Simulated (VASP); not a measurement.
SnO2: single point with PBE

Crystal: SnO2.

```
CELL_PARAMETERS angstrom
0.00000 4.82746 3.23795
4.82746 0.00000 3.23795
4.82746 4.82746 0.00000
ATOMIC_POSITIONS crystal
Sn 0.25000 0.25000 0.25000
Sn 0.75000 0.75000 0.75000
Sn 0.00000 0.00000 0.00000
Sn 0.50000 0.50000 0.50000
O 0.05687 0.44313 0.75000
O 0.55687 0.94313 0.25000
O 0.44313 0.05687 0.75000
O 0.94313 0.55687 0.25000
O 0.00000 0.00000 0.30687
O 0.50000 0.50000 0.80687
O 0.00000 0.00000 0.69313
O 0.50000 0.50000 0.19313
```

```json
{
  "Program": "VASP 6.6.1",
  "Task": "single point",
  "Functional": "PBE",
  "Potentials or basis": "VASP PAW PBE potentials, release 64 (Sn_d, O)",
  "Cutoff": "600 eV",
  "k mesh": "2 × 2 × 2",
  "Occupations": "fermi-dirac, width 0.01 eV",
  "Spin": "no spin polarisation"
}
```

```yaml
Pressure: 0.1 GPa
Largest_force: 0.005 eV/Å
Band_gap_on_the_k_mesh: 0.66 eV
```

Forces on the atoms (eV/Å):
```
Sn   0.000  0.000  0.000
Sn   0.000  0.000  0.000
Sn   0.000  0.000  0.000
Sn   0.000  0.000  0.000
O    0.003 -0.003  0.000
O    0.003 -0.003  0.000
O   -0.003  0.003  0.000
O   -0.003  0.003  0.000
O   -0.003 -0.003  0.000
O   -0.003 -0.003  0.000
O    0.003  0.003  0.000
O    0.003  0.003  0.000
```

Stress tensor (GPa, compression positive):
```
0.20 0.00 0.00
0.00 0.20 0.00
0.00 0.00 0.00
```

Levels at points of the mesh, in eV from the valence-band top:
```tsv
k point	band 48	band 49	band 50	band 51	band 52	band 53	band 54	band 55	band 56	band 57
(0.00, 0.00, 0.00)	-0.78	-0.78	-0.74	-0.74	0.00	0.66	4.35	4.35	5.67	6.05
(0.50, 0.00, 0.00)	-1.07	-0.81	-0.81	-0.49	-0.49	4.00	4.00	5.60	5.60	8.35
(0.50, 0.50, 0.00)	-1.33	-1.19	-1.19	-0.85	-0.85	4.25	4.25	5.58	5.58	7.14
(0.50, 0.00, 0.50)	-1.02	-0.75	-0.75	-0.61	-0.61	3.87	3.87	5.84	5.84	6.79
```

Wall time 100 s on 1 thread of Intel Xeon 8259CL, with other jobs on the host, peak memory 0.34 GiB.

Caveat: the k points lie up to 0.67 Å⁻¹ apart; semilocal functionals underestimate gaps, and a narrow one can read as zero; spin-orbit coupling is left out, which moves the levels of the heavy elements.
